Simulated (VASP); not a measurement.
# GaAs (I-4m2) in VASP: notebook, part 2 of 2

VASP 6.6.1.

**3. Single point, r2SCAN (strain -0.050 along x and y, +0.050 along z)**

File POSCAR:

```
GaAs
1.0
    0.0000000000      2.6915434710      2.9748638364
    2.6915434710      0.0000000000      2.9748638364
    2.6915434710      2.6915434710      0.0000000000
Ga As
1 1
Direct
    0.0000000000      0.0000000000      0.0000000000
    0.7500000000      0.7500000000      0.7500000000
```

File INCAR.step1:

```
SYSTEM = GaAs
PREC = Accurate
ENCUT = 520
ISMEAR = 0
SIGMA = 0.05
LREAL = .False.
LASPH = .True.
NELM = 100
NBANDS = 16
GGA = PE
ALGO = Normal
EDIFF = 1E-4
LWAVE = .True.
LCHARG = .False.
```

File INCAR.step2:

```
SYSTEM = GaAs
PREC = Accurate
ENCUT = 520
EDIFF = 1E-7
ISMEAR = 0
SIGMA = 0.05
LREAL = .False.
LASPH = .True.
NELM = 100
ALGO = Normal
ISIF = 2
LWAVE = .False.
LCHARG = .False.
METAGGA = R2SCAN
LMIXTAU = .True.
NBANDS = 16
ISTART = 1
```

File KPOINTS:

```
regular mesh
0
Gamma
  8 8 8
  0 0 0
```

Potentials or basis: VASP PAW PBE potentials, release 64 (Ga_d, As).

The run is started by

```
$ cat potpaw_PBE.64/Ga_d/POTCAR potpaw_PBE.64/As/POTCAR > POTCAR
$ cp INCAR.step1 INCAR
$ mpirun -np 1 vasp_std > vasp.out
$ cp INCAR.step2 INCAR
$ mpirun -np 1 vasp_std > vasp.out
```

OUTCAR:

```text
SYSTEM = GaAs
   PREC = Accurate
   ENCUT = 520
   EDIFF = 1E-7
   ISMEAR = 0
   LREAL = .False.
   LASPH = .True.
   NELM = 100
   ISIF = 2
   METAGGA = R2SCAN
   ISTART = 1

 ion  position               nearest neighbor table
   1  0.000  0.000  0.000-   2 2.42   2 2.42   2 2.42   2 2.42
   2  0.750  0.750  0.750-   1 2.42   1 2.42   1 2.42   1 2.42

  LATTYP: Found a body centered tetragonal cell.
 ALAT       =     3.8064172804
 C/A-ratio  =     1.5630781479

  Lattice vectors:

 A1 = (  -2.6915434710,   0.0000000000,   2.9748638364)
 A2 = (   2.6915434710,   0.0000000000,   2.9748638364)
 A3 = (   0.0000000000,   2.6915434710,  -2.9748638364)

Analysis of symmetry for initial positions (statically):
=====================================================================
 Subroutine PRICEL returns:
 Original cell was already a primitive cell.

 Routine SETGRP: Setting up the symmetry group for a
 body centered tetragonal supercell.

 Subroutine GETGRP returns: Found  8 space group operations
 (whereof  8 operations were pure point group operations)
 out of a pool of 16 trial point group operations.

The static configuration has the point symmetry D_2d.

[... 156 lines left out ...]
  ---------------------------------------------------
  free energy    TOTEN  =       -26.95092573 eV

  energy without entropy =      -26.95092573  energy(sigma->0) =      -26.95092573

 E-fermi :   4.6368     XC(G=0): -10.4910

 val. band max:        4.3780356257   @ k =   0.0000   0.0000   0.0000
 cond. band min:       5.4219179181   @ k =   0.0000   0.0000   0.0000
 fundamental gap:      1.0438822924
 Fermi energy:         4.6368408092

 k-point     1 :       0.0000    0.0000    0.0000
  band No.  band energies     occupation
      1     -11.2123      2.00000
      2     -11.1852      2.00000
      3     -11.1850      2.00000
      4     -11.1009      2.00000
      5     -11.0919      2.00000
      6      -9.4079      2.00000
[... 433 lines left out ...]
      3     -11.1633      2.00000
      4     -11.1099      2.00000
      5     -11.0799      2.00000
      6      -7.9186      2.00000
[... 8 lines left out ...]
     15      15.1342      0.00000
     16      16.4359      0.00000

 [... further k-points ...]
[... 5 lines left out ...]
  --------------------------------------------------------------------------------------
  -------------------------------------------------------------------------------------
  Total        1.9176849      1.9176849     -0.2971804      0.0000000      0.0000000      0.0000000
  in kB       71.2833230     71.2833230    -11.0466549      0.0000000      0.0000000      0.0000000
  external PRESSURE =      43.8399970 kB  Pullay stress =       0.0000000 kB

 VOLUME and BASIS-vectors are now :
 -----------------------------------------------------------------------------
  energy-cutoff  :      520.00
  volume of cell :       43.10
      direct lattice vectors                 reciprocal lattice vectors
     0.000000000  2.691543471  2.974863836    -0.185767016  0.185767016  0.168074920
     2.691543471  0.000000000  2.974863836     0.185767016 -0.185767016  0.168074920
     2.691543471  2.691543471  0.000000000     0.185767016  0.185767016 -0.168074920

 POSITION                                       TOTAL-FORCE (eV/Angst)
 -----------------------------------------------------------------------------------
      0.00000      0.00000      0.00000        -0.000000     -0.000000      0.000000
      4.03732      4.03732      4.46230         0.000000      0.000000     -0.000000
 -----------------------------------------------------------------------------------
    total drift:                               -0.000121     -0.000121      0.000313

  FREE ENERGIE OF THE ION-ELECTRON SYSTEM (eV)
  ---------------------------------------------------
  free  energy   TOTEN  =       -26.9509257285 eV

  energy  without entropy=      -26.9509257285  energy(sigma->0) =      -26.95092573
```

OSZICAR.step1:

```text
N       E                     dE             d eps       ncg     rms          rms(c)
DAV:   1     0.836081621711E+02    0.83608E+02   -0.90177E+03  1952   0.157E+03
DAV:   2    -0.164447629085E+01   -0.85253E+02   -0.81487E+02  2176   0.316E+02
DAV:   3    -0.819214523603E+01   -0.65477E+01   -0.65271E+01  2256   0.668E+01
DAV:   4    -0.828994431105E+01   -0.97799E-01   -0.97789E-01  2376   0.902E+00
DAV:   5    -0.829126450702E+01   -0.13202E-02   -0.13202E-02  2344   0.949E-01    0.305E+00
DAV:   6    -0.813855629414E+01    0.15271E+00   -0.22030E-01  2888   0.842E+00    0.185E+00
DAV:   7    -0.811538587147E+01    0.23170E-01   -0.71077E-02  2376   0.202E+00    0.573E-01
DAV:   8    -0.811603316029E+01   -0.64729E-03   -0.10725E-02  2312   0.116E+00    0.129E-01
DAV:   9    -0.811640971973E+01   -0.37656E-03   -0.93378E-04  2296   0.331E-01    0.472E-02
DAV:  10    -0.811646794012E+01   -0.58220E-04   -0.62850E-05  1888   0.101E-01
   1 F= -.81164679E+01 E0= -.81164679E+01  d E =-.120042E-13
```

Run time: 2.5 min. Hardware: 1 thread of Intel Xeon 6975P-C, shared host; peak memory 0.2 GiB.

What came out:

```yaml
Free_energy: -26.9509 eV
Pressure: 4.4 GPa
Band_gap_on_the_k_mesh: 1.04 eV, direct
```

Stress tensor (GPa, compression positive):
```
 7.13  0.00  0.00
 0.00  7.13  0.00
 0.00  0.00 -1.10
```

Levels at points of the mesh, in eV from the valence-band top:
| k point | band 6 | band 7 | band 8 | band 9 | band 10 | band 11 | band 12 | band 13 |
| --- | --- | --- | --- | --- | --- | --- | --- | --- |
| (0.00, 0.00, 0.00) | -13.79 | -0.73 | 0.00 | 0.00 | 1.04 | 3.78 | 3.78 | 4.08 |
| (0.50, 0.00, 0.00) | -11.78 | -7.31 | -1.96 | -1.01 | 1.05 | 4.67 | 5.15 | 8.23 |
| (0.50, 0.50, 0.00) | -11.24 | -7.89 | -2.67 | -2.67 | 1.96 | 2.39 | 10.96 | 10.96 |
| (0.50, 0.00, 0.50) | -10.79 | -7.22 | -3.42 | -3.35 | 1.22 | 1.37 | 10.19 | 10.61 |

Caveat: the cell differs from its parent crystal (strain -0.050 along x and y, +0.050 along z); the PAW data sets were made with another functional, which shifts forces and pressure a little. A k mesh can miss the band edges.

**4. Single point, r2SCAN (strain +0.000 along x and y, -0.050 along z)**

File POSCAR:

```
GaAs
1.0
    0.0000000000      2.8332036537      2.6915434710
    2.8332036537      0.0000000000      2.6915434710
    2.8332036537      2.8332036537      0.0000000000
Ga As
1 1
Direct
    0.0000000000      0.0000000000      0.0000000000
    0.7500000000      0.7500000000      0.7500000000
```

INCAR.step1: that of step 3 with these lines changed.

```diff
@@ -7,3 +7,3 @@
 LASPH = .True.
-NELM = 100
+NELM = 80
 NBANDS = 16
```

INCAR.step2: that of step 3 with these lines changed.

```diff
@@ -8,3 +8,3 @@
 LASPH = .True.
-NELM = 100
+NELM = 80
 ALGO = Normal
```

KPOINTS is that of step 3.

The run is started by

```
$ cat potpaw_PBE.64/Ga_d/POTCAR potpaw_PBE.64/As/POTCAR > POTCAR
$ cp INCAR.step1 INCAR
$ mpirun -np 1 vasp_std > vasp.out
$ cp INCAR.step2 INCAR
$ mpirun -np 1 vasp_std > vasp.out
```

Wall time 2.9 min (1 thread of Intel Xeon 6975P-C, shared host); peak memory 0.2 GiB.

Results (log left out):

* Free energy: -27.0082 eV
* Pressure: 4.3 GPa
* Band gap on the k mesh: 1.15 eV, direct

Stress tensor (GPa, compression positive):
```
3.21 0.00 0.00
0.00 3.21 0.00
0.00 0.00 6.34
```

Levels at points of the mesh, in eV from the valence-band top:
```
           k point  band 6  band 7  band 8  band 9  band 10  band 11  band 12  band 13
(0.00, 0.00, 0.00)  -13.74   -0.29   -0.29    0.00     1.15     3.77     3.92     3.92
(0.50, 0.00, 0.00)  -11.74   -7.27   -1.67   -1.23     1.26     4.62     5.06     8.19
(0.50, 0.50, 0.00)  -10.76   -7.18   -3.37   -3.37     1.25     1.39    11.03    11.03
(0.50, 0.00, 0.50)  -10.98   -7.52   -3.02   -2.98     1.61     1.91    10.74    11.01
```

Caveat: the cell differs from its parent crystal (strain +0.000 along x and y, -0.050 along z); the PAW data sets were made with another functional, which shifts forces and pressure a little.

**5. The runs side by side**

```csv
cell,gap on the mesh (eV),pressure (GPa)
"a = 3.960, b = 3.960, c = 3.806 Å, angles 61.3, 61.3, 57.5°, 2 atoms",1.24,6.8
"a = 4.012, b = 4.012, c = 3.806 Å, angles 61.7, 61.7, 56.6°, 2 atoms",1.04,4.4
"a = 3.908, b = 3.908, c = 4.007 Å, angles 59.2, 59.2, 61.7°, 2 atoms",1.15,4.3
```

Alike in all rows: task single point; level r2SCAN; potentials or basis VASP PAW PBE potentials, release 64 (Ga_d, As); no spin polarisation; k mesh 8 × 8 × 8; cutoff (eV) 520; smearing gaussian 0.05 eV.

Caveats: the PAW data sets were made with another functional, which shifts forces and pressure a little.

Total energies depend on the potentials used, so only differences within one code and one set of settings carry meaning.
